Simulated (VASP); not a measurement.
# SnS2 (Berndtite-2T): single point with PBE

Crystal: SnS2 (Berndtite-2T).

```xyz
3
Lattice="3.6390 0.0000 0.0000 -1.8195 3.1515 0.0000 0.0000 0.0000 5.8680" Properties=species:S:1:pos:R:3 pbc="T T T"
Sn    0.0000    0.0000    0.0000
S     0.0000    2.1010    1.4670
S     1.8195    1.0505    4.4010
```

```json
{
  "Program": "VASP 6.6.1",
  "Task": "single point",
  "Functional": "PBE",
  "Potentials or basis": "VASP PAW PBE potentials, release 64 (Sn_d, S)",
  "Cutoff": "500 eV",
  "k mesh": "5 × 5 × 3",
  "Occupations": "gaussian, width 0.01 eV",
  "Spin": "no spin polarisation"
}
```

```yaml
Pressure: 4.3 GPa
Largest_force: 0.215 eV/Å
Band_gap_on_the_k_mesh: 1.48 eV, indirect (least direct gap 2.01 eV)
```

Forces on the atoms (eV/Å):
```
Sn   0.000  0.000  0.000
S    0.000  0.000  0.215
S    0.000  0.000 -0.215
```

Stress tensor (GPa, compression positive):
```
4.47 0.00 0.00
0.00 4.47 0.00
0.00 0.00 3.88
```

Levels at points of the mesh, in eV from the valence-band top:
| k point | band 9 | band 10 | band 11 | band 12 | band 13 | band 14 | band 15 | band 16 | band 17 | band 18 |
| --- | --- | --- | --- | --- | --- | --- | --- | --- | --- | --- |
| (0.00, 0.00, 0.00) | -0.64 | -0.64 | -0.36 | -0.36 | 0.00 | 2.01 | 3.67 | 5.46 | 5.46 | 8.96 |

Wall time 9.3 s on 1 thread of AMD EPYC 9R45 96-Core Processor (Zen 5), with other jobs on the host, peak memory 0.15 GiB.

Caveat: spin-orbit coupling is left out, which moves the levels of the heavy elements; this functional lacks dispersion, which binds the layers, so the pressure and a relaxed spacing across them are unreliable. A k mesh can miss the band edges.
